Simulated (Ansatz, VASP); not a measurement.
# One calculation of PbS, two programs

```
CELL_PARAMETERS angstrom
0.00000 2.98765 2.98765
2.98765 0.00000 2.98765
2.98765 2.98765 0.00000
ATOMIC_POSITIONS crystal
Pb 0.00000 0.00000 0.00000
S 0.50000 0.50000 0.50000
```

Alike in both runs: task relaxation of cell and atoms; functional r2SCAN; k mesh 8 × 8 × 8; no spin polarisation.

|  | VASP | Ansatz |
| --- | --- | --- |
| version | VASP 6.6.1 | Ansatz 0.2.0 |
| potentials or method | VASP PAW PBE potentials, release 64 (Pb_d, S), cutoff 600 eV | scalar-relativistic, plane waves, PAW |
| occupations | gaussian, width 0.01 eV | fixed |
| valence electrons in the cell | 20 | 20 |

Ansatz gave:

```
gap on the k mesh at the Fermi level, each at its own relaxed structure (eV) : 0.69
relaxed volume (Å³/atom)                                                     : 26.66
relaxed length of the cell vector where the two differ most in proportion (Å)              : 4.224
```

Which values does VASP return?

gap on the k mesh at the Fermi level, each at its own relaxed structure (eV): 0.70; relaxed volume (Å³/atom): 26.67; relaxed length of the cell vector where the two differ most in proportion (Å): 4.225.

VASP's potentials were made for PBE, not for r2SCAN.

Neither program's run includes spin-orbit coupling. Noted on VASP's run: the relaxation stopped at its first step, so nothing moved.
